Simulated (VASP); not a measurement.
# AlCu (Pm-3m) in VASP: single point with r2SCAN

Aim: the single point of AlCu with r2SCAN.

Everything below comes from runs of VASP 6.6.1. Logs are shortened: lines on timing, memory, paths and dates and some standing lists are left out, and cuts for length are marked.

## (1) The cell of the first run

The structure is cubic, space group Pm-3m (No. 221). Conventional cell: a = 2.998 Å, b = 2.998 Å, c = 2.998 Å, α = 90.00°, β = 90.00°, γ = 90.00°. Within 3.4 Å of Al (site symmetry m-3m) lie 8 Cu at 2.60 Å and 6 Al at 3.00 Å. Within 3.4 Å of Cu (site symmetry m-3m) lie 8 Al at 2.60 Å and 6 Cu at 3.00 Å.

## (2) Single point, r2SCAN

POSCAR

```
AlCu
1.0
    2.9975090000      0.0000000000      0.0000000000
    0.0000000000      2.9975090000      0.0000000000
    0.0000000000      0.0000000000      2.9975090000
Al Cu
1 1
Direct
    0.0000000000      0.0000000000      0.0000000000
    0.5000000000      0.5000000000      0.5000000000
```

INCAR.step1

```
PREC     = Accurate       # precision mode
ENCUT    = 520            # plane-wave cutoff, eV
ISMEAR   = 0              # smearing method
SIGMA    = 0.05           # smearing width, eV
LREAL    = False          # projectors in reciprocal space
LASPH    = True           # aspherical terms in the spheres
NELM     = 100            # most SCF steps
NBANDS   = 14             # bands
GGA      = PE             # functional
ALGO     = Normal         # electronic algorithm
EDIFF    = 1E-4           # SCF threshold, eV
LWAVE    = True           # write WAVECAR
LCHARG   = False          # write CHGCAR
```

INCAR.step2

```
PREC     = Accurate       # precision mode
ENCUT    = 520            # plane-wave cutoff, eV
EDIFF    = 1E-6           # SCF threshold, eV
ISMEAR   = 0              # smearing method
SIGMA    = 0.05           # smearing width, eV
LREAL    = False          # projectors in reciprocal space
LASPH    = True           # aspherical terms in the spheres
NELM     = 100            # most SCF steps
ALGO     = Normal         # electronic algorithm
ISIF     = 2              # what is computed and relaxed
LWAVE    = False          # write WAVECAR
LCHARG   = False          # write CHGCAR
METAGGA  = R2SCAN         # meta-GGA
LMIXTAU  = True         
NBANDS   = 14             # bands
ISTART   = 1
```

KPOINTS

```
Automatic mesh
0
Gamma
  14 14 14
```

Potentials or basis: VASP PAW PBE potentials, release 64 (Al, Cu).

On the command line:

```console
$ cat potpaw_PBE.64/Al/POTCAR potpaw_PBE.64/Cu/POTCAR > POTCAR
$ cp INCAR.step1 INCAR
$ mpirun -np 1 vasp_std > vasp.out
$ cp INCAR.step2 INCAR
$ mpirun -np 1 vasp_std > vasp.out
```

OUTCAR:

```text
PREC = Accurate
   ENCUT = 520
   EDIFF = 1E-6
   ISMEAR = 0
   LREAL = False
   LASPH = True
   NELM = 100
   ISIF = 2
   METAGGA = R2SCAN
   ISTART = 1

 ion  position               nearest neighbor table
   1  0.000  0.000  0.000-   2 2.60   2 2.60   2 2.60   2 2.60   2 2.60   2 2.60   2 2.60   2 2.60

   2  0.500  0.500  0.500-   1 2.60   1 2.60   1 2.60   1 2.60   1 2.60   1 2.60   1 2.60   1 2.60

  LATTYP: Found a simple cubic cell.
 ALAT       =     2.9975090000

  Lattice vectors:

 A1 = (   2.9975090000,   0.0000000000,   0.0000000000)
 A2 = (   0.0000000000,   2.9975090000,   0.0000000000)
 A3 = (   0.0000000000,   0.0000000000,   2.9975090000)

Analysis of symmetry for initial positions (statically):
=====================================================================
 Subroutine PRICEL returns:
 Original cell was already a primitive cell.

 Routine SETGRP: Setting up the symmetry group for a
 simple cubic supercell.

 Subroutine GETGRP returns: Found 48 space group operations
 (whereof 48 operations were pure point group operations)
 out of a pool of 48 trial point group operations.

The static configuration has the point symmetry O_h .

Analysis of symmetry for dynamics (positions and initial velocities):
=====================================================================
 Subroutine PRICEL returns:
 Original cell was already a primitive cell.

 Routine SETGRP: Setting up the symmetry group for a
 simple cubic supercell.

 Subroutine GETGRP returns: Found 48 space group operations
 (whereof 48 operations were pure point group operations)
 out of a pool of 48 trial point group operations.

The dynamic configuration has the point symmetry O_h .

 Subroutine INISYM returns: Found 48 space group operations
 (whereof 48 operations are pure point group operations),
 and found     1 'primitive' translations

----------------------------------------------------------------------------------------

                                     Primitive cell

  volume of cell :      26.9328

  direct lattice vectors                    reciprocal lattice vectors
     2.997509000  0.000000000  0.000000000     0.333610341  0.000000000  0.000000000
     0.000000000  2.997509000  0.000000000     0.000000000  0.333610341  0.000000000
     0.000000000  0.000000000  2.997509000     0.000000000  0.000000000  0.333610341

  length of vectors
     2.997509000  2.997509000  2.997509000     0.333610341  0.333610341  0.333610341

  position of ions in fractional coordinates (direct lattice)
     0.000000000  0.000000000  0.000000000
     0.500000000  0.500000000  0.500000000

  ion indices of the primitive-cell ions
   primitive index   ion index
                 1           1
                 2           2

----------------------------------------------------------------------------------------

 KPOINTS: Automatic mesh

Automatic generation of k-mesh.
 Grid dimensions read from file:
 generate k-points for:   14   14   14

 Generating k-lattice:

  Cartesian coordinates                     Fractional coordinates (reciprocal lattice)
     0.023829310  0.000000000  0.000000000     0.071428571  0.000000000  0.000000000
     0.000000000  0.023829310  0.000000000     0.000000000  0.071428571  0.000000000
     0.000000000  0.000000000  0.023829310     0.000000000  0.000000000  0.071428571

  Length of vectors
     0.023829310  0.023829310  0.023829310

  Shift w.r.t. Gamma in fractional coordinates (k-lattice)
     0.000000000  0.000000000  0.000000000

 Subroutine IBZKPT returns following result:
 ===========================================

 Found    120 irreducible k-points:

 Following reciprocal coordinates:
            Coordinates               Weight
  0.000000  0.000000  0.000000      1.000000
  0.071429  0.000000  0.000000      6.000000
  0.142857  0.000000  0.000000      6.000000
  0.214286  0.000000  0.000000      6.000000
  0.285714  0.000000  0.000000      6.000000
  0.357143  0.000000  0.000000      6.000000
[... 16 lines left out ...]
  0.285714  0.214286  0.000000     24.000000
  0.357143  0.214286  0.000000     24.000000
 [... further k-points ...]
   k-points           NKPTS =    120   k-points in BZ     NKDIM =    120   number of bands    NBANDS=     14
   number of dos      NEDOS =    301   number of ions     NIONS =      2
   total plane-waves  NPLWV =  13824
   dimension x,y,z NGX =    24 NGY =   24 NGZ =   24
   dimension x,y,z NGXF=    48 NGYF=   48 NGZF=   48
   ions per type =               1   1
   NGX,Y,Z   is equivalent  to a cutoff of  13.31, 13.31, 13.31 a.u.
   NGXF,Y,Z  is equivalent  to a cutoff of  26.62, 26.62, 26.62 a.u.
 SYSTEM =  unknown system
   PREC   = accura    normal or accurate (medium, high low for compatibility)
   ISTART =      1    job   : 0-new  1-cont  2-samecut
   ICHARG =      0    charge: 1-file 2-atom 10-const
   ISPIN  =      1    spin polarized calculation?
   LNONCOLLINEAR =      F non collinear calculations
   LSORBIT =      F    spin-orbit coupling
   LASPH  =      T    aspherical Exc in radial PAW
   ENCUT  =  520.0 eV  38.22 Ry    6.18 a.u.   5.57  5.57  5.57*2*pi/ulx,y,z
   NELM   =    100;   NELMIN=  2; NELMDL=  0     # of ELM steps
   EDIFF  = 0.1E-05   stopping-criterion for ELM
   LREAL  =      F    real-space projection
   EDIFFG = 0.1E-04   stopping-criterion for IOM
   NSW    =      0    number of steps for IOM
   IBRION =     -1    ionic relax: 0-MD 1-quasi-New 2-CG
   NFREE  =      0    steps in history (QN), initial steepest desc. (CG)
   ISIF   =      2    stress and relaxation
   ISYM   =      2    0-nonsym 1-usesym 2-fastsym
   POTIM  = 0.5000    time-step for ionic-motion
   TEBEG  =    0.0;   TEEND  =   0.0 temperature during run
   PSTRESS=    0.0 pullay stress
   NELECT =      14.0000    total number of electrons
   NUPDOWN=      -1.0000    fix difference up-down
   EMIN   =  10.00;   EMAX   =-10.00  energy-range for DOS
   EFERMI =   0.00;   METHOD = LEGACY
   ISMEAR =     0;   SIGMA  =   0.05  broadening in eV -4-tet -1-fermi 0-gaus
   EFERMI_NEDOS =   21; number of points for ismear=-14 and -15
   IALGO  =     38    algorithm
   IMIX   =      4    mixing-type and parameters
     AMIX     =   0.40;   BMIX     =  1.00
     AMIX_MAG =   1.60;   BMIX_MAG =  1.00
  volume/ion in A,a.u.               =      13.47        90.88
  Fermi-wavevector in a.u.,A,eV,Ry     =   1.316306  2.487459 23.574307  1.732663
  Thomas-Fermi vector in A             =   2.446428
   LORBIT       =      0    0 simple, 1 ext, 2 COOP (PROOUT), +10 PAW based schemes
   METAGGA = R2SCAN    functional components
   LHFCALC =     F    Hartree Fock is set to
   AEXX    =    0.0000 exact exchange contribution
   IVDW    =     0    specifies the selected vdW correction
   LEPSILON=     F    determine dielectric tensor
   LRPA    =     F    only Hartree local field effects (RPA)
 non-spin polarized calculation
 Gauss-broadening in eV      SIGMA  =   0.05
  energy-cutoff  :      520.00
  volume of cell :       26.93
 maximum number of plane-waves:       740
 NGX is ok and might be reduce to    24
   NGX = 11   NGY = 11   NGZ = 11

 number of electron      14.0000020 magnetization

 Free energy of the ion-electron system (eV)
  ---------------------------------------------------
  ext. energy  EPLUGINS =         0.00000000
  ---------------------------------------------------
  free energy    TOTEN  =       -17.87859970 eV

  energy without entropy =      -17.87816278  energy(sigma->0) =      -17.87838124

 E-fermi :   9.0151     XC(G=0): -12.4254

 val. band max:        9.0092671924   @ k =   0.5000   0.5000   0.0714
 cond. band min:       9.0337616608   @ k =   0.3571   0.3571   0.1429
 fundamental gap:      0.0244944685
 Fermi energy:         9.0150650734

 k-point     1 :       0.0000    0.0000    0.0000
  band No.  band energies     occupation
      1      -3.0988      2.00000
      2       3.8944      2.00000
      3       3.8944      2.00000
      4       4.9845      2.00000
      5       4.9845      2.00000
      6       4.9845      2.00000
      7      13.1217      0.00000
      8      13.1217      0.00000
      9      13.1217      0.00000
     10      15.4816      0.00000
     11      15.4816      0.00000
     12      20.1137      0.00000
     13      28.3815      0.00000
     14      28.3815      0.00000

 k-point     2 :       0.0714    0.0000    0.0000
  band No.  band energies     occupation
      1      -3.0077      2.00000
      2       3.8975      2.00000
      3       3.9081      2.00000
      4       4.9597      2.00000
      5       4.9597      2.00000
      6       4.9872      2.00000
      7      12.0117      0.00000
      8      13.2313      0.00000
      9      13.2313      0.00000
     10      15.5161      0.00000
     11      16.4470      0.00000
     12      20.4783      0.00000
     13      27.2742      0.00000
     14      27.2742      0.00000

 k-point     3 :       0.1429    0.0000    0.0000
  band No.  band energies     occupation
      1      -2.7355      2.00000
      2       3.8938      2.00000
      3       3.9466      2.00000
      4       4.8919      2.00000
      5       4.8919      2.00000
      6       4.9947      2.00000
      7      10.2625      0.00000
      8      13.5539      0.00000
      9      13.5539      0.00000
     10      15.6183      0.00000
     11      17.6579      0.00000
     12      21.6820      0.00000
     13      25.4952      0.00000
     14      25.4952      0.00000
[... 324 lines left out ...]
 k-point    23 :       0.2857    0.2143    0.0000
  band No.  band energies     occupation
      1      -0.8878      2.00000
      2       3.7893      2.00000
      3       4.1189      2.00000
      4       4.5358      2.00000
      5       4.7293      2.00000
      6       4.8523      2.00000
      7       7.6679      2.00000
      8      10.2076      0.00000
      9      15.6671      0.00000
     10      16.4977      0.00000
     11      18.8242      0.00000
     12      22.6719      0.00000
     13      23.4482      0.00000
     14      24.8472      0.00000

 k-point    24 :       0.3571    0.2143    0.0000
  band No.  band energies     occupation
      1      -0.1336      2.00000
      2       3.3688      2.00000
      3       4.2096      2.00000
      4       4.5432      2.00000
      5       4.6501      2.00000
      6       4.8651      2.00000
      7       6.5693      2.00000
      8      10.8865      0.00000
      9      15.2662      0.00000
     10      16.4993      0.00000
     11      19.0421      0.00000
     12      21.1945      0.00000
     13      23.4104      0.00000
     14      25.0216      0.00000

 [... further k-points ...]

------------------------ aborting loop because EDIFF is reached ----------------------------------------

  FORCE on cell =-STRESS in cart. coord.  units (eV):
  Direction    XX          YY          ZZ          XY          YZ          ZX
  --------------------------------------------------------------------------------------
  -------------------------------------------------------------------------------------
  Total       -0.8229758     -0.8229758     -0.8229758      0.0000000      0.0000000      0.0000000
  in kB      -48.9571556    -48.9571556    -48.9571556      0.0000000      0.0000000      0.0000000
  external PRESSURE =     -48.9571556 kB  Pullay stress =       0.0000000 kB

 VOLUME and BASIS-vectors are now :
 -----------------------------------------------------------------------------
  energy-cutoff  :      520.00
  volume of cell :       26.93
      direct lattice vectors                 reciprocal lattice vectors
     2.997509000  0.000000000  0.000000000     0.333610341  0.000000000  0.000000000
     0.000000000  2.997509000  0.000000000     0.000000000  0.333610341  0.000000000
     0.000000000  0.000000000  2.997509000     0.000000000  0.000000000  0.333610341

 POSITION                                       TOTAL-FORCE (eV/Angst)
 -----------------------------------------------------------------------------------
      0.00000      0.00000      0.00000         0.000000      0.000000      0.000000
      1.49875      1.49875      1.49875         0.000000      0.000000      0.000000
 -----------------------------------------------------------------------------------
    total drift:                                0.000000      0.000000     -0.000000

  FREE ENERGIE OF THE ION-ELECTRON SYSTEM (eV)
  ---------------------------------------------------
  free  energy   TOTEN  =       -17.8785996955 eV

  energy  without entropy=      -17.8781627806  energy(sigma->0) =      -17.87838124
```

Wall time 58 s (1 thread of Intel Xeon Platinum 8488C (Sapphire Rapids), shared host); peak memory 0.17 GiB.

Results:

* Free energy: -17.8786 eV
* Pressure: -4.9 GPa
* Band gap on the k mesh: zero (band 7 reaches 13.12 eV, above the bottom of band 8 at 8.17 eV)

Caveat: the PAW data sets were made with another functional, which shifts forces and pressure a little.
